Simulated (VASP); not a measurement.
A run of VASP 6.6.1:

INCAR

```
ALGO = Normal
EDIFF = 1E-7
ENCUT = 520
ISIF = 2
ISMEAR = 0
LASPH = T
LCHARG = F
LREAL = F
LWAVE = F
NBANDS = 41
NELM = 80
PREC = Accurate
SIGMA = 0.02
```

The input KPOINTS:

```
k-points
0
Gamma
  12 12 2
```

POSCAR

```
Al5GaP6
1.0
    3.8861607061     -0.0000000289      0.0000000000
   -1.9430803281      3.3655139091      0.0000000000
    0.0000000000      0.0000000000     19.1566043000
Al Ga P
5 1 6
Direct
    0.6666666667      0.3333333333      0.1662750000
    0.6666666667      0.3333333333      0.4999280000
    0.6666666667      0.3333333333      0.8331880000
    0.3333333333      0.6666666667      0.9997940000
    0.3333333333      0.6666666667      0.6665820000
    0.3333333333      0.6666666667      0.3335190000
    0.6666666667      0.3333333333      0.2911730000
    0.6666666667      0.3333333333      0.6248470000
    0.6666666667      0.3333333333      0.9580550000
    0.3333333333      0.6666666667      0.1246590000
    0.3333333333      0.6666666667      0.4585220000
    0.3333333333      0.6666666667      0.7914570000
```

Potentials or basis: VASP PAW LDA potentials, release 64 (Al, Ga_d, P).

Run with:

```sh
$ cat potpaw_LDA.64/Al/POTCAR potpaw_LDA.64/Ga_d/POTCAR potpaw_LDA.64/P/POTCAR > POTCAR
$ mpirun -np 1 vasp_std > vasp.out
```

Hardware: 1 thread of Intel(R) Xeon(R) Platinum 8375C CPU @ 2.90GHz (Ice Lake), on a shared host.

Q: How long does it take, and how much memory?

A: Run time: 7.3 min on 1 thread of Intel(R) Xeon(R) Platinum 8375C CPU @ 2.90GHz (Ice Lake) (shared host), peak memory 0.49 GiB. Counts: scf iterations 15, k points 38.
